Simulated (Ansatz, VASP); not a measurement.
## One calculation of SiC, two programs

```
Si C
1.0
     3.00368    0.00000    0.00000
    -1.50184    2.60127    0.00000
     0.00000    0.00000    5.19307
Si C
2 2
Direct
  0.33333 0.66667 0.00460
  0.66667 0.33333 0.50460
  0.33333 0.66667 0.35049
  0.66667 0.33333 0.85049
```

Alike in both runs: task single point; functional LDA; k mesh 12 × 12 × 6; occupations gaussian, width 0.05 eV; no spin polarisation.

|  | VASP | Ansatz |
| --- | --- | --- |
| version | VASP 6.6.1 | Ansatz 0.2.0 |
| potentials or method | VASP PAW LDA potentials, release 64 (Si, C), cutoff 520 eV | scalar-relativistic, plane waves, PAW |
| valence electrons in the cell | 16 | 16 |

|  | VASP | Ansatz | Ansatz less VASP |
| --- | --- | --- | --- |
| gap on the k mesh at the Fermi level (eV) | 0.73 | 0.74 | +0.017 |
| least direct gap on the mesh (eV) | 3.83 | 3.84 | +0.012 |
| pressure (GPa) | 0.5 | 0.1 | -0.39 |
| traceless stress, the component that is largest in VASP (GPa) | -8.41 | -8.39 | +0.021 |
| rms of the force components (eV/Å) | 1.623 | 1.625 | +0.0025 |

Ansatz warns that its potentials were made for another functional, while VASP's fit it. LDA's correlation is that of Perdew and Zunger in VASP and of Perdew and Wang (1992) in Ansatz. Atom by atom the forces differ by 0.002 eV/Å (rms over components).
